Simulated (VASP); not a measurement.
A run of VASP 6.6.1 is set up as follows.

File INCAR:

```
SYSTEM = I
PREC = Accurate
ENCUT = 520
EDIFF = 1E-7
ISMEAR = 0
SIGMA = 0.1
LREAL = .FALSE.
LASPH = .TRUE.
NELM = 100
ALGO = Normal
ISIF = 2
LWAVE = .FALSE.
LCHARG = .FALSE.
GGA = PE
IVDW = 12
NBANDS = 10
```

The input KPOINTS:

```
regular mesh
0
G
  12 12 18
  0 0 0
```

The input POSCAR:

```
I
1.0
    2.3773896325     -3.6342876406     -0.1598815673
    2.3773896325      3.6342876406     -0.1598815673
   -1.6680719313      0.0000000000      2.4185668454
I
1
Direct
    0.5000000000      0.5000000000      0.5000000000
```

Potentials or basis: VASP PAW PBE potentials, release 64 (I).

Launch:

```bash
$ cat potpaw_PBE.64/I/POTCAR > POTCAR
$ mpirun -np 1 vasp_std > vasp.out
```

Predict the band gap on the k mesh.

zero (an odd number of electrons rules out a gap without spin polarisation).

Estimate the pressure.

-0.1 GPa.

Stress tensor (GPa, compression positive):
```
-0.05  0.00  0.09
 0.00  0.00  0.00
 0.09  0.00 -0.15
```

Caveat: spin-orbit coupling is left out, which moves the levels of the heavy elements; an odd number of electrons without spin polarisation forces a metal; a magnetic or distorted state may lie lower.
